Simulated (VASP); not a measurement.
# GaB (P4/mmm) in VASP: settings compared

The runs below take GaB through single point, relaxation of cell and atoms, with PBE0, PBEsol-based global hybrid with 25 % exact exchange.

Program: VASP 6.6.1. These are calculated values, not measurements. Logs are shortened: lines on timing, memory, paths and dates and some standing lists are left out, and cuts for length are marked.

## (1) The cell of the first run

The structure is tetragonal, space group P4/mmm (No. 123). The conventional cell has a = 2.718 Å, b = 2.718 Å, c = 3.236 Å, α = 90.00°, β = 90.00°, γ = 90.00°. Within 3.3 Å of Ga (site symmetry 4/mmm) lie 8 B at 2.51 Å and 6 Ga at 2.72 to 3.24 Å. Within 3.3 Å of B (site symmetry 4/mmm) lie 8 Ga at 2.51 Å and 6 B at 2.72 to 3.24 Å.

## (2) Single point, PBE0, non-collinear spin, zero start, spin-orbit coupling

The input, POSCAR:

```
GaB
1.0
    2.7182400000      0.0000000000      0.0000000000
    0.0000000000      2.7182400000      0.0000000000
    0.0000000000      0.0000000000      3.2362100000
Ga B
1 1
Direct
    0.5000000000      0.5000000000      0.5000000000
    0.0000000000      0.0000000000      0.0000000000
```

The input, INCAR.step1:

```
PREC = Accurate
ENCUT = 520
EDIFF = 1E-5
ISMEAR = -1
SIGMA = 0.05
LREAL = False
LASPH = True
NELM = 150
ALGO = Normal
ISIF = 2
LWAVE = True
LCHARG = False
MAGMOM = 0 0 0 0 0 0
LORBIT = 11
LSORBIT = True
GGA_COMPAT = False
LORBMOM = True
NBANDS = 28
GGA = PE
```

The input, INCAR.step2:

```
PREC = Accurate
ENCUT = 520
EDIFF = 1E-7
ISMEAR = -1
SIGMA = 0.05
LREAL = False
LASPH = True
NELM = 150
ALGO = Normal
ISIF = 2
LWAVE = False
LCHARG = False
MAGMOM = 0 0 0 0 0 0
LORBIT = 11
LSORBIT = True
GGA_COMPAT = False
LORBMOM = True
GGA = PE
LHFCALC = True
AEXX = 0.25
PRECFOCK = Normal
NBANDS = 28
ISTART = 1
```

The input, KPOINTS:

```
Automatic mesh
0
Gamma
  4 4 4
```

Potentials or basis: VASP PAW PBE potentials, release 64 (Ga_d, B).

The run is started by

```bash
$ cat potpaw_PBE.64/Ga_d/POTCAR potpaw_PBE.64/B/POTCAR > POTCAR
$ cp INCAR.step1 INCAR
$ mpirun -np 1 vasp_ncl > vasp.out
$ cp INCAR.step2 INCAR
$ mpirun -np 1 vasp_ncl > vasp.out
```

OUTCAR:

```text
PREC = Accurate
   ENCUT = 520
   EDIFF = 1E-7
   ISMEAR = -1
   LREAL = False
   LASPH = True
   NELM = 150
   ISIF = 2
   LORBIT = 11
   LSORBIT = True
   GGA = PE
   LHFCALC = True
   AEXX = 0.25
   PRECFOCK = Normal
   ISTART = 1

 ion  position               nearest neighbor table
   1  0.500  0.500  0.500-   2 2.51   2 2.51   2 2.51   2 2.51   2 2.51   2 2.51   2 2.51   2 2.51

   2  0.000  0.000  0.000-   1 2.51   1 2.51   1 2.51   1 2.51   1 2.51   1 2.51   1 2.51   1 2.51

  LATTYP: Found a simple tetragonal cell.
 ALAT       =     2.7182400000
 C/A-ratio  =     1.1905534463

  Lattice vectors:

 A1 = (   2.7182400000,   0.0000000000,   0.0000000000)
 A2 = (   0.0000000000,   2.7182400000,   0.0000000000)
 A3 = (   0.0000000000,   0.0000000000,   3.2362100000)

Analysis of symmetry for initial positions (statically):
=====================================================================
 Subroutine PRICEL returns:
 Original cell was already a primitive cell.

 Routine SETGRP: Setting up the symmetry group for a
 simple tetragonal supercell.

 Subroutine GETGRP returns: Found 16 space group operations
 (whereof 16 operations were pure point group operations)
 out of a pool of 16 trial point group operations.

The static configuration has the point symmetry D_4h.

Analysis of symmetry for dynamics (positions and initial velocities):
=====================================================================
 Subroutine PRICEL returns:
 Original cell was already a primitive cell.

 Routine SETGRP: Setting up the symmetry group for a
 simple tetragonal supercell.

 Subroutine GETGRP returns: Found 16 space group operations
 (whereof 16 operations were pure point group operations)
 out of a pool of 16 trial point group operations.

The dynamic configuration has the point symmetry D_4h.

Analysis of structural, dynamic, and magnetic symmetry:
=====================================================================
 Subroutine PRICEL returns:
 Original cell was already a primitive cell.

 Routine SETGRP: Setting up the symmetry group for a
 simple tetragonal supercell.

 Subroutine GETGRP returns: Found 16 space group operations
 (whereof 16 operations were pure point group operations)
 out of a pool of 16 trial point group operations.

The overall configuration has the point symmetry D_4h.

 Subroutine INISYM returns: Found 16 space group operations
 (whereof 16 operations are pure point group operations),
 and found     1 'primitive' translations

----------------------------------------------------------------------------------------

                                     Primitive cell

  volume of cell :      23.9118

  direct lattice vectors                    reciprocal lattice vectors
     2.718240000  0.000000000  0.000000000     0.367885102  0.000000000  0.000000000
     0.000000000  2.718240000  0.000000000     0.000000000  0.367885102  0.000000000
     0.000000000  0.000000000  3.236210000     0.000000000  0.000000000  0.309003433

  length of vectors
     2.718240000  2.718240000  3.236210000     0.367885102  0.367885102  0.309003433

  position of ions in fractional coordinates (direct lattice)
     0.500000000  0.500000000  0.500000000
     0.000000000  0.000000000  0.000000000

  ion indices of the primitive-cell ions
   primitive index   ion index
                 1           1
                 2           2

----------------------------------------------------------------------------------------

 KPOINTS: Automatic mesh

Automatic generation of k-mesh.
 Grid dimensions read from file:
 generate k-points for:    4    4    4

 Generating k-lattice:

[... 92 lines left out ...]
   LRPA    =     F    only Hartree local field effects (RPA)
  energy-cutoff  :      520.00
  volume of cell :       23.91
 maximum number of plane-waves:      1312
  NGX = 16; NGY = 16; NGZ = 20

 number of electron      16.0000024 magnetization       0.0000000     -0.0000000     -0.0000000

 number of electron      16.0000024 magnetization      -0.0000000      0.0000000      0.0000000

 Free energy of the ion-electron system (eV)
  ---------------------------------------------------
  ext. energy  EPLUGINS =         0.00000000
  ---------------------------------------------------
  free energy    TOTEN  =        -8.68244407 eV

  energy without entropy =       -8.68243954  energy(sigma->0) =       -8.68244181

 E-fermi :   6.6042     XC(G=0):  -9.3349

 val. band max:        6.0354232277   @ k =   0.2500   0.2500   0.2500
 cond. band min:       7.1325177243   @ k =   0.5000   0.0000   0.2500
 fundamental gap:      1.0970944966
 Fermi energy:         6.6041968356

 k-point     1 :       0.0000    0.0000    0.0000
  band No.  band energies     occupation
      1     -11.8858      1.00000
      2     -11.8858      1.00000
      3     -11.7678      1.00000
      4     -11.7678      1.00000
      5     -11.2932      1.00000
      6     -11.2932      1.00000
[... 547 lines left out ...]
     27      27.1163      0.00000
     28      27.1163      0.00000

------------------------ aborting loop because EDIFF is reached ----------------------------------------

  FORCE on cell =-STRESS in cart. coord.  units (eV):
  Direction    XX          YY          ZZ          XY          YZ          ZX
  --------------------------------------------------------------------------------------
  -------------------------------------------------------------------------------------
  Total        0.9878415      0.9878415     -2.8183410      0.0000000     -0.0000000      0.0000000
  in kB       66.1889602     66.1889602   -188.8390556      0.0000000     -0.0000000      0.0000000
  external PRESSURE =     -18.8203784 kB  Pullay stress =       0.0000000 kB

 VOLUME and BASIS-vectors are now :
 -----------------------------------------------------------------------------
  energy-cutoff  :      520.00
  volume of cell :       23.91
      direct lattice vectors                 reciprocal lattice vectors
     2.718240000  0.000000000  0.000000000     0.367885102  0.000000000  0.000000000
     0.000000000  2.718240000  0.000000000     0.000000000  0.367885102  0.000000000
     0.000000000  0.000000000  3.236210000     0.000000000  0.000000000  0.309003433

 POSITION                                       TOTAL-FORCE (eV/Angst)
 -----------------------------------------------------------------------------------
      1.35912      1.35912      1.61810         0.000000      0.000000      0.000000
      0.00000      0.00000      0.00000         0.000000      0.000000      0.000000
 -----------------------------------------------------------------------------------
    total drift:                                0.000000     -0.000000     -0.000000

  FREE ENERGIE OF THE ION-ELECTRON SYSTEM (eV)
  ---------------------------------------------------
  free  energy   TOTEN  =        -8.6824440722 eV

  energy  without entropy=       -8.6824395426  energy(sigma->0) =       -8.68244181

 orbital moment (x)

 # of ion     p       d       tot
 ----------------------------------------
  1         0.000  -0.000  -0.000
  2        -0.000   0.000  -0.000
 ----------------------------------------
           -0.000  -0.000  -0.000

 orbital moment (y)

 # of ion     p       d       tot
 ----------------------------------------
  1        -0.000  -0.000  -0.000
  2        -0.000   0.000  -0.000
 ----------------------------------------
           -0.000  -0.000  -0.000

 orbital moment (z)

 # of ion     p       d       tot
 ----------------------------------------
  1        -0.000  -0.000  -0.000
  2        -0.000   0.000  -0.000
 ----------------------------------------
           -0.000  -0.000  -0.000

 Spin-Orbit-Coupling matrix elements

 Ion:    1  E_soc:     -0.0092779
 l=   1
     0.0000000    -0.0007941    -0.0008146
    -0.0007941     0.0000000    -0.0007941
    -0.0008146    -0.0007941     0.0000000
 l=   2
     0.0000000    -0.0001503     0.0000000    -0.0001503    -0.0005945
    -0.0001503     0.0000000    -0.0004518    -0.0001484    -0.0001445
     0.0000000    -0.0004518     0.0000000    -0.0004518     0.0000000
    -0.0001503    -0.0001484    -0.0004518     0.0000000    -0.0001445
    -0.0005945    -0.0001445     0.0000000    -0.0001445     0.0000000
 l=   3
     0.0000000     0.0000000     0.0000000     0.0000000     0.0000000     0.0000000     0.0000000
     0.0000000     0.0000000     0.0000000     0.0000000     0.0000000     0.0000000     0.0000000
     0.0000000     0.0000000     0.0000000     0.0000000     0.0000000     0.0000000     0.0000000
     0.0000000     0.0000000     0.0000000     0.0000000     0.0000000     0.0000000     0.0000000
     0.0000000     0.0000000     0.0000000     0.0000000     0.0000000     0.0000000     0.0000000
     0.0000000     0.0000000     0.0000000     0.0000000     0.0000000     0.0000000     0.0000000
     0.0000000     0.0000000     0.0000000     0.0000000     0.0000000     0.0000000     0.0000000

 Ion:    2  E_soc:     -0.0000018
 l=   1
     0.0000000    -0.0000003    -0.0000003
    -0.0000003     0.0000000    -0.0000003
    -0.0000003    -0.0000003     0.0000000
 l=   2
     0.0000000     0.0000000     0.0000000     0.0000000     0.0000000
     0.0000000     0.0000000     0.0000000     0.0000000     0.0000000
     0.0000000     0.0000000     0.0000000     0.0000000     0.0000000
     0.0000000     0.0000000     0.0000000     0.0000000     0.0000000
     0.0000000     0.0000000     0.0000000     0.0000000     0.0000000
 l=   3
     0.0000000     0.0000000     0.0000000     0.0000000     0.0000000     0.0000000     0.0000000
     0.0000000     0.0000000     0.0000000     0.0000000     0.0000000     0.0000000     0.0000000
     0.0000000     0.0000000     0.0000000     0.0000000     0.0000000     0.0000000     0.0000000
     0.0000000     0.0000000     0.0000000     0.0000000     0.0000000     0.0000000     0.0000000
     0.0000000     0.0000000     0.0000000     0.0000000     0.0000000     0.0000000     0.0000000
     0.0000000     0.0000000     0.0000000     0.0000000     0.0000000     0.0000000     0.0000000
     0.0000000     0.0000000     0.0000000     0.0000000     0.0000000     0.0000000     0.0000000

 total charge

# of ion       s       p       d       tot
------------------------------------------
    1        0.871   0.668  10.061  11.600
    2        0.790   0.756   0.000   1.547
--------------------------------------------------
tot          1.661   1.425  10.061  13.147

 magnetization (x)

# of ion       s       p       d       tot
------------------------------------------
    1        0.000   0.000   0.000   0.000
    2        0.000   0.000   0.000   0.000
--------------------------------------------------
tot          0.000   0.000   0.000   0.000

 magnetization (y)

# of ion       s       p       d       tot
------------------------------------------
    1       -0.000   0.000   0.000   0.000
    2       -0.000   0.000   0.000   0.000
--------------------------------------------------
tot         -0.000   0.000   0.000   0.000

 magnetization (z)

# of ion       s       p       d       tot
------------------------------------------
    1        0.000  -0.000   0.000  -0.000
    2        0.000   0.000   0.000   0.000
--------------------------------------------------
tot          0.000  -0.000   0.000  -0.000
```

Run time: 16 min. Hardware: 1 thread of Intel Xeon 6975P-C (Granite Rapids), shared host; peak memory 0.2 GiB.

What came out:

| Property | Result |
| --- | --- |
| Free energy | -8.6824 eV |
| Pressure | -1.9 GPa |
| Net moment | 0.00 μB per cell |
| Valence electrons inside the program's atomic spheres | Ga 11.60; B 1.55 |

Moments on the atoms (μB; x, y, z):
```
Ga  0.00 0.00 0.00
B   0.00 0.00 0.00
```

Caveat: the k points lie up to 0.58 Å⁻¹ apart; the PAW data sets were made with another functional, which shifts forces and pressure a little.

(Continued in part 2 of 2.)
